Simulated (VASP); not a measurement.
Here is a VASP 6.6.1 calculation.

The input INCAR:

```
SYSTEM = Cu3AgIr2Pd4Pt2
ALGO = Normal
EDIFF = 1E-7
EDIFFG = -0.04
ENCUT = 600
GGA = PE
GGA_COMPAT = .FALSE.
IBRION = 2
ISIF = 3
ISMEAR = 0
ISYM = 0
LASPH = .TRUE.
LCHARG = .FALSE.
LREAL = .FALSE.
LWAVE = .FALSE.
NELM = 120
NELMIN = 4
NSW = 70
PREC = Accurate
SIGMA = 0.1
```

File KPOINTS:

```
Automatic mesh
0
Gamma
  3 3 2
  0 0 0.5
```

File POSCAR:

```
Cu3AgIr2Pd4Pt2
1.0
   -3.8797548200     -3.8797548200      0.0000000000
    0.0000000000      3.8797548200      3.8797548200
   -3.8797548200      3.8797548200     -3.8797548200
Cu Pd Ag Ir Pt
3 4 1 2 2
Direct
    0.9988399224      0.9937483973      0.9999696694
    0.4973357962      0.4989216742      0.9996389163
    0.3336476539      0.6714914847      0.6700662627
    0.6604606620      0.3288614995      0.3315353629
    0.9981017623      0.5010683753      0.0033915978
    0.6681618604      0.8345980571      0.3362359159
    0.1649330040      0.8329833661      0.3266277172
    0.8297734438      0.6597813193      0.6644779075
    0.3285386821      0.1695995661      0.6715917175
    0.1673571238      0.3414797538      0.3327268327
    0.4993682715      0.0016690941      0.9993849842
    0.8335127903      0.1629622017      0.6616485232
```

Potentials or basis: VASP PAW PBE potentials, release 64 (Cu, Pd, Ag, Ir, Pt).

Launch:

```bash
$ cat potpaw_PBE.64/Cu/POTCAR potpaw_PBE.64/Pd/POTCAR potpaw_PBE.64/Ag/POTCAR potpaw_PBE.64/Ir/POTCAR potpaw_PBE.64/Pt/POTCAR > POTCAR
$ mpirun -np 1 vasp_std > vasp.out
```

Estimate the relaxed cell.

a = 5.503 Å, b = 5.484 Å, c = 6.685 Å, α = 89.96°, β = 90.20°, γ = 119.52°.

Predict the space group after relaxing (to 0.1 Å).

P1 (No. 1).

What does it give for the band gap on the k mesh?

Zero (bands 61 and 62 overlap by 0.50 eV).

Step by step:
| step | energy change (eV) | largest force (eV/Å) | pressure (GPa) | volume (Å³) |
| --- | --- | --- | --- | --- |
| 1 | 0.0000 | 1.1274 | -0.02 | 175.20 |
| 2 | -0.1820 | 0.5457 | -0.04 | 175.16 |
| 3 | -0.2090 | 0.4756 | 0.25 | 175.12 |
| 4 | -0.2487 | 0.1817 | -0.37 | 175.75 |
| 5 | -0.2549 | 0.2375 | -0.66 | 176.11 |
| 6 | -0.2583 | 0.1395 | 1.33 | 174.38 |
| 7 | -0.2605 | 0.1397 | 0.54 | 175.04 |
| 8 | -0.2660 | 0.1479 | 0.00 | 175.53 |
| 9 | -0.2661 | 0.1538 | -0.04 | 175.58 |
| 10 | -0.2688 | 0.0664 | -0.12 | 175.65 |
| 11 | -0.2691 | 0.1026 | -0.16 | 175.69 |
| 12 | -0.2703 | 0.0563 | 0.31 | 175.26 |
| 13 | -0.2703 | 0.0581 | 0.28 | 175.28 |
| 14 | -0.2707 | 0.0571 | -0.19 | 175.67 |
| 15 | -0.2709 | 0.0337 | -0.04 | 175.54 |

Caveat: the k points lie up to 0.47 Å⁻¹ apart in the final cell; spin-orbit coupling is left out, which moves the levels of the heavy elements.
